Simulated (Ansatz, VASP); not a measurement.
# SnO: VASP beside Ansatz

POSCAR

```
SnO
1.0
    0.0000000000      2.5369732561      2.5369732561
    2.5369732561      0.0000000000      2.5369732561
    2.5369732561      2.5369732561      0.0000000000
Sn O
1 1
Direct
    0.0000000000      0.0000000000      0.0000000000
    0.5000000000      0.5000000000      0.5000000000
```

Contents of INCAR.step1:

```
SYSTEM = SnO
ALGO = Normal
EDIFF = 1E-5
ENCUT = 520
GGA = PE
ISIF = 2
ISMEAR = 0
LASPH = .TRUE.
LREAL = .FALSE.
LWAVE = .TRUE.
NBANDS = 17
NELM = 100
PREC = Accurate
SIGMA = 0.01
```

File INCAR.step2:

```
SYSTEM = SnO
ALGO = Normal
EDIFF = 1E-7
ENCUT = 520
GGA = PE
HFSCREEN = 0.2079
ISIF = 2
ISMEAR = 0
ISTART = 1
LASPH = .TRUE.
LCHARG = .TRUE.
LELF = .TRUE.
LHFCALC = .TRUE.
LREAL = .FALSE.
LVHAR = .TRUE.
LWAVE = .FALSE.
NBANDS = 17
NELM = 100
PREC = Accurate
PRECFOCK = Normal
SIGMA = 0.01
```

KPOINTS

```
k-points
0
G
  4 4 4
  0 0 0
```

Input for Ansatz:

```yaml
crystal:
  lattice:
    - [0.0, 2.5369732561, 2.5369732561]
    - [2.5369732561, 0.0, 2.5369732561]
    - [2.5369732561, 2.5369732561, 0.0]
  atoms:
    - { symbol: Sn, position: [0.0, 0.0, 0.0] }
    - { symbol: O, position: [0.5, 0.5, 0.5] }
kpoints:
  mp_grid: { grid: [4, 4, 4] }
hamiltonian:
  xc: hse06
scf:
  occupations: { method: fixed }
  n_extra_bands: 4
output:
  forces: true
  stress: true
  eigenvalues: true
  write_density: true
  write_potential: true
  elf: true
  volumetric_format: npy
```

Alike in both runs: task single point; functional HSE06; k mesh 4 × 4 × 4; no spin polarisation.

|  | VASP | Ansatz |
| --- | --- | --- |
| version | VASP 6.6.1 | Ansatz 0.2.0 |
| potentials or method | VASP PAW PBE potentials, release 64 (Sn_d, O) | plane waves, PAW |
| plane-wave cutoff (eV) | 520 | 420 |
| occupations | gaussian, width 0.01 eV | fixed |
| valence electrons in the cell | 20 | 20 |

VASP gave:

| Item | Value |
| --- | --- |
| gap on the k mesh at the Fermi level (eV) | 1.29 |
| pressure (GPa) | -1.1 |

Problem. Which values does Ansatz return?

Solution. gap on the k mesh at the Fermi level (eV): 1.29; pressure (GPa): -1.2.

Ansatz's warnings: stress exchange threshold loose, stress scf threshold loose.

The k mesh is coarse, so the values compare programs but aren't converged.
